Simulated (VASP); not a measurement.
# Ca4Bi2O (P1) in VASP: single point with LDA

Aim: the single point of Ca4Bi2O with LDA.

Everything below comes from runs of VASP 6.6.1. Logs are shortened: lines on timing, memory, paths and dates and some standing lists are left out, and cuts for length are marked.

## 1. The cell of the first run

The typed cell holds 7 atoms: a = 4.753 Å, b = 4.753 Å, c = 8.926 Å, α = 105.44°, β = 105.44°, γ = 90.00°.

## 2. Single point, LDA

The input, INCAR:

```
SYSTEM = Ca4Bi2O
  PREC = Accurate
  ENCUT = 520
  EDIFF = 1E-6
  ISMEAR = 0
  SIGMA = 0.05
  LREAL = .False.
  LASPH = .True.
  NELM = 60
  ALGO = Normal
  ISIF = 2
  LWAVE = .False.
  LCHARG = .False.
  GGA = CA
  NBANDS = 47
  KPAR = 2
```

The input, KPOINTS:

```
Automatic mesh
0
Gamma
  6 6 6
  0 0 0
```

The input, POSCAR:

```
Ca4Bi2O
1.0
    0.0000000000     -4.7532325118      0.0000000000
    4.7532325118      0.0000000000      0.0000000000
   -2.3766162559      2.3766162559      8.2689634701
Ca Bi O
4 2 1
Direct
    0.3289189030      0.3367169293      0.6769077653
    0.5000000000      0.0000000000      0.0000000000
    0.6627213500      0.6627213500      0.3254427000
    0.0000000000      0.5000000000      0.0000000000
    0.1407579200      0.1407579200      0.2815158400
    0.8592420800      0.8592420800      0.7184841600
    0.5000000000      0.5000000000      0.0000000000
```

Potentials or basis: VASP PAW LDA potentials, release 64 (Ca_sv, Bi_d, O).

Started as:

```console
cat potpaw_LDA.64/Ca_sv/POTCAR potpaw_LDA.64/Bi_d/POTCAR potpaw_LDA.64/O/POTCAR > POTCAR
mpirun -np 2 vasp_std > vasp.out
```

OUTCAR:

```text
SYSTEM = Ca4Bi2O
   PREC = Accurate
   ENCUT = 520
   EDIFF = 1E-6
   ISMEAR = 0
   LREAL = .False.
   LASPH = .True.
   NELM = 60
   ISIF = 2
   GGA = CA

 ion  position               nearest neighbor table
   1  0.329  0.337  0.677-   5 3.27   6 3.34   6 3.35   6 3.40   6 3.42
   2  0.500  0.000  0.000-   7 2.38   7 2.38   6 3.33   5 3.33   5 3.33   6 3.33
   3  0.663  0.663  0.325-   6 3.25   5 3.38   5 3.38   5 3.38   5 3.38
   4  0.000  0.500  0.000-   7 2.38   7 2.38   6 3.33   5 3.33   6 3.33   5 3.33
   5  0.141  0.141  0.282-   1 3.27   2 3.33   4 3.33   4 3.33   2 3.33   3 3.38   3 3.38   3 3.38
                             3 3.38
   6  0.859  0.859  0.718-   3 3.25   4 3.33   2 3.33   2 3.33   4 3.33   1 3.34   1 3.35   1 3.40
                             1 3.42
   7  0.500  0.500  0.000-   2 2.38   4 2.38   2 2.38   4 2.38

  LATTYP: Found a body centered tetragonal cell.
 ALAT       =     4.7532325118
 C/A-ratio  =     3.4793010649

  Lattice vectors:

 A1 = (  -2.3766162559,  -2.3766162559,  -8.2689634701)
 A2 = (   2.3766162559,   2.3766162559,  -8.2689634701)
 A3 = (   2.3766162559,  -2.3766162559,   8.2689634701)

Analysis of symmetry for initial positions (statically):
=====================================================================
 Subroutine PRICEL returns:
 Original cell was already a primitive cell.

 Routine SETGRP: Setting up the symmetry group for a
 body centered tetragonal supercell.

 Subroutine GETGRP returns: Found  1 space group operations
 (whereof  1 operations were pure point group operations)
 out of a pool of 16 trial point group operations.

The static configuration has the point symmetry C_1 .

Analysis of symmetry for dynamics (positions and initial velocities):
=====================================================================
 Subroutine PRICEL returns:
 Original cell was already a primitive cell.

 Routine SETGRP: Setting up the symmetry group for a
 body centered tetragonal supercell.

 Subroutine GETGRP returns: Found  1 space group operations
 (whereof  1 operations were pure point group operations)
 out of a pool of 16 trial point group operations.

The dynamic configuration has the point symmetry C_1 .

 Subroutine INISYM returns: Found  1 space group operations
 (whereof  1 operations are pure point group operations),
 and found     1 'primitive' translations

----------------------------------------------------------------------------------------
[... 107 lines left out ...]
   IBRION =     -1    ionic relax: 0-MD 1-quasi-New 2-CG
   NFREE  =      0    steps in history (QN), initial steepest desc. (CG)
   ISIF   =      2    stress and relaxation
   ISYM   =      2    0-nonsym 1-usesym 2-fastsym
   POTIM  = 0.5000    time-step for ionic-motion
   TEBEG  =    0.0;   TEEND  =   0.0 temperature during run
   PSTRESS=    0.0 pullay stress
   NELECT =      76.0000    total number of electrons
   NUPDOWN=      -1.0000    fix difference up-down
   EMIN   =  10.00;   EMAX   =-10.00  energy-range for DOS
   EFERMI =   0.00;   METHOD = LEGACY
   ISMEAR =     0;   SIGMA  =   0.05  broadening in eV -4-tet -1-fermi 0-gaus
   EFERMI_NEDOS =   21; number of points for ismear=-14 and -15
   IALGO  =     38    algorithm
   IMIX   =      4    mixing-type and parameters
     AMIX     =   0.40;   BMIX     =  1.00
     AMIX_MAG =   1.60;   BMIX_MAG =  1.00
  volume/ion in A,a.u.               =      26.69       180.11
  Fermi-wavevector in a.u.,A,eV,Ry     =   1.213025  2.292284 20.020005  1.471429
  Thomas-Fermi vector in A             =   2.348490
   LORBIT       =      0    0 simple, 1 ext, 2 COOP (PROOUT), +10 PAW based schemes
   GGA     = CA    functional components
   LHFCALC =     F    Hartree Fock is set to
   AEXX    =    0.0000 exact exchange contribution
   IVDW    =     0    specifies the selected vdW correction
   LEPSILON=     F    determine dielectric tensor
   LRPA    =     F    only Hartree local field effects (RPA)
 non-spin polarized calculation
 Gauss-broadening in eV      SIGMA  =   0.05
  energy-cutoff  :      520.00
  volume of cell :      186.82
 maximum number of plane-waves:      5070
   NGX = 17   NGY = 17   NGZ = 33

 number of electron      76.0000006 magnetization

 Free energy of the ion-electron system (eV)
  ---------------------------------------------------
  ext. energy  EPLUGINS =         0.00000000
  ---------------------------------------------------
  free energy    TOTEN  =       -35.09229809 eV

  energy without entropy =      -35.09229809  energy(sigma->0) =      -35.09229809

 E-fermi :   4.5686     XC(G=0):  -9.6428

 val. band max:        4.2355364896   @ k =   0.0000   0.0000   0.0000
 cond. band min:       4.9926654759   @ k =   0.0000   0.0000   0.5000
 fundamental gap:      0.7571289863
 Fermi energy:         4.5686397879

 k-point     1 :       0.0000    0.0000    0.0000
  band No.  band energies     occupation
      1     -36.5984      2.00000
      2     -36.5958      2.00000
      3     -35.9361      2.00000
      4     -35.8621      2.00000
      5     -17.9461      2.00000
      6     -17.9222      2.00000
[... 1189 lines left out ...]
     46       7.5119      0.00000
     47       7.7914      0.00000

 [... further k-points ...]

------------------------ aborting loop because EDIFF is reached ----------------------------------------

  FORCE on cell =-STRESS in cart. coord.  units (eV):
  Direction    XX          YY          ZZ          XY          YZ          ZX
  --------------------------------------------------------------------------------------
  -------------------------------------------------------------------------------------
  Total       -4.1807857     -4.1833234     -3.9249817     -0.0039374      0.1023447     -0.0187218
  in kB      -35.8541391    -35.8759018    -33.6603811     -0.0337669      0.8777017     -0.1605568
  external PRESSURE =     -35.1301407 kB  Pullay stress =       0.0000000 kB

 VOLUME and BASIS-vectors are now :
 -----------------------------------------------------------------------------
  energy-cutoff  :      520.00
  volume of cell :      186.82
      direct lattice vectors                 reciprocal lattice vectors
     0.000000000 -4.753232512  0.000000000     0.000000000 -0.210383144  0.060467071
     4.753232512  0.000000000  0.000000000     0.210383144  0.000000000  0.060467071
    -2.376616256  2.376616256  8.268963470     0.000000000  0.000000000  0.120934142

 POSITION                                       TOTAL-FORCE (eV/Angst)
 -----------------------------------------------------------------------------------
     -0.00826      0.04532      5.59733         0.019407     -0.105746      0.046612
      0.00000     -2.37662      0.00000        -0.005850     -0.005347      0.024371
      2.37662     -2.37662      2.69107        -0.001268      0.006840     -0.094394
      2.37662      0.00000      0.00000         0.000974      0.032047      0.026022
      0.00000      0.00000      2.32784        -0.000510      0.002213     -0.075526
      2.37662     -2.37662      5.94112        -0.008849      0.048611      0.104828
      2.37662     -2.37662      0.00000        -0.003904      0.021382     -0.031914
 -----------------------------------------------------------------------------------
    total drift:                                0.000007      0.000053     -0.000198

  FREE ENERGIE OF THE ION-ELECTRON SYSTEM (eV)
  ---------------------------------------------------
  free  energy   TOTEN  =       -35.0922980867 eV

  energy  without entropy=      -35.0922980867  energy(sigma->0) =      -35.09229809
```

OSZICAR:

```text
N       E                     dE             d eps       ncg     rms          rms(c)
DAV:   1     0.936154835666E+03    0.93615E+03   -0.38225E+04 10536   0.172E+03
DAV:   2     0.682118091600E+02   -0.86794E+03   -0.84822E+03 10673   0.518E+02
DAV:   3    -0.314620457916E+02   -0.99674E+02   -0.98097E+02 15368   0.173E+02
DAV:   4    -0.374295740862E+02   -0.59675E+01   -0.59305E+01 14848   0.392E+01
DAV:   5    -0.379466988334E+02   -0.51712E+00   -0.51664E+00 19873   0.929E+00    0.110E+01
DAV:   6    -0.352768772500E+02    0.26698E+01   -0.14647E+01 16193   0.129E+01    0.555E+00
DAV:   7    -0.351675717850E+02    0.10931E+00   -0.19048E+00 13328   0.567E+00    0.307E+00
DAV:   8    -0.351028650757E+02    0.64707E-01   -0.50611E-01 15610   0.333E+00    0.874E-01
DAV:   9    -0.350956343996E+02    0.72307E-02   -0.25329E-01 15969   0.158E+00    0.568E-01
DAV:  10    -0.350917000091E+02    0.39344E-02   -0.60391E-02 12976   0.719E-01    0.107E-01
DAV:  11    -0.350922770716E+02   -0.57706E-03   -0.54831E-03 15176   0.262E-01    0.564E-02
DAV:  12    -0.350922919174E+02   -0.14846E-04   -0.63462E-04 17800   0.125E-01    0.118E-02
DAV:  13    -0.350922980178E+02   -0.61004E-05   -0.76153E-05 13600   0.322E-02    0.727E-03
DAV:  14    -0.350922980867E+02   -0.68901E-07   -0.51969E-06 11760   0.102E-02
   1 F= -.35092298E+02 E0= -.35092298E+02  d E =-.133798E-22
```

It took 7.9 min on 2 MPI ranks of Intel Xeon Platinum 8259CL at 2.50GHz (Skylake/Cascade Lake), shared host; peak memory 0.81 GiB.

Results:

```yaml
Free_energy: -35.0923 eV
Pressure: -3.5 GPa
Largest_force: 0.117 eV/Å
Band_gap_on_the_k_mesh: 0.76 eV (least direct gap 1.06 eV)
```

Forces in eV/Å, atoms in the order of the input:
```
Ca   0.019 -0.106  0.047
Ca  -0.006 -0.005  0.024
Ca  -0.001  0.007 -0.094
Ca   0.001  0.032  0.026
Bi  -0.001  0.002 -0.076
Bi  -0.009  0.049  0.105
O   -0.004  0.021 -0.032
```

Stress tensor (GPa, compression positive):
```
-3.59  0.00 -0.02
 0.00 -3.59  0.09
-0.02  0.09 -3.37
```

Levels at points of the mesh, in eV from the valence-band top:
```csv
k point,band 34,band 35,band 36,band 37,band 38,band 39,band 40,band 41,band 42,band 43
"(0.00, 0.00, 0.00)",-0.88,-0.88,-0.03,0.00,0.00,1.20,1.26,1.27,1.48,1.49
"(0.50, 0.00, 0.00)",-2.45,-1.69,-1.10,-0.94,-0.83,1.78,1.97,2.35,2.68,3.01
"(0.00, 0.50, 0.50)",-2.45,-1.70,-1.10,-0.94,-0.83,1.78,1.96,2.36,2.67,3.02
"(0.50, 0.00, 0.50)",-2.45,-1.70,-1.09,-0.94,-0.82,1.78,1.95,2.37,2.68,3.02
"(0.00, 0.50, 0.00)",-2.45,-1.69,-1.10,-0.94,-0.83,1.78,1.96,2.36,2.67,3.02
"(0.50, 0.50, 0.00)",-2.06,-1.88,-1.51,-1.50,-1.10,1.22,1.57,2.17,2.23,2.59
"(0.50, 0.50, 0.50)",-2.06,-1.88,-1.51,-1.50,-1.10,1.22,1.57,2.17,2.23,2.59
"(0.00, 0.00, 0.50)",-1.74,-0.73,-0.73,-0.35,-0.35,0.76,1.02,1.51,1.96,2.28
```

Caveat: the cell stands under tension; spin-orbit coupling is left out, which moves the levels of the heavy elements.
